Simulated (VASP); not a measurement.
A run of VASP 6.6.1 is set up as follows.

The input POSCAR:

```
BaZrO3
1.0
    4.1558340000      0.0000000000      0.0000000000
    0.0000000000      4.1558340000      0.0000000000
    0.0000000000      0.0000000000      4.1558340000
O Ba Zr
3 1 1
Direct
    0.0000000000      0.5000000000      0.5000000000
    0.5000000000      0.0000000000      0.5000000000
    0.5000000000      0.5000000000      0.0000000000
    0.0000000000      0.0000000000      0.0000000000
    0.5000000000      0.5000000000      0.5000000000
```

File INCAR.step1:

```
SYSTEM = BaZrO3
PREC = Accurate
ENCUT = 910
ISMEAR = -1
SIGMA = 0.0123
LREAL = .FALSE.
LASPH = .TRUE.
NELM = 120
NBANDS = 28
GGA = PE
ALGO = Normal
EDIFF = 1E-5
LWAVE = .TRUE.
LCHARG = .FALSE.
GGA_COMPAT = .FALSE.
```

Contents of INCAR.step2:

```
SYSTEM = BaZrO3
PREC = Accurate
ENCUT = 910
EDIFF = 1E-6
ISMEAR = -1
SIGMA = 0.0123
LREAL = .FALSE.
LASPH = .TRUE.
NELM = 120
ALGO = Normal
ISIF = 2
LWAVE = .FALSE.
LCHARG = .FALSE.
METAGGA = R2SCAN
LMIXTAU = .TRUE.
NBANDS = 28
ISTART = 1
GGA_COMPAT = .FALSE.
```

File KPOINTS:

```
regular mesh
0
G
  6 6 6
  0 0 0
```

Potentials or basis: VASP PAW PBE potentials, release 64 (O_h, Ba_sv, Zr_sv).

The run is started by

```bash
$ cat potpaw_PBE.64/O_h/POTCAR potpaw_PBE.64/Ba_sv/POTCAR potpaw_PBE.64/Zr_sv/POTCAR > POTCAR
$ cp INCAR.step1 INCAR
$ mpirun -np 1 vasp_std > vasp.out
$ cp INCAR.step2 INCAR
$ mpirun -np 1 vasp_std > vasp.out
```

Question: Estimate the band gap on the k mesh.

Answer: 3.78 eV (least direct gap 3.98 eV).

Question: Predict the pressure.

Answer: 7.2 GPa.

Caveat: the cell stands under pressure; the PAW data sets were made with another functional, which shifts forces and pressure a little; spin-orbit coupling is left out, which moves the levels of the heavy elements. r2SCAN opens gaps a little over a GGA but as a rule still falls short of measured ones.
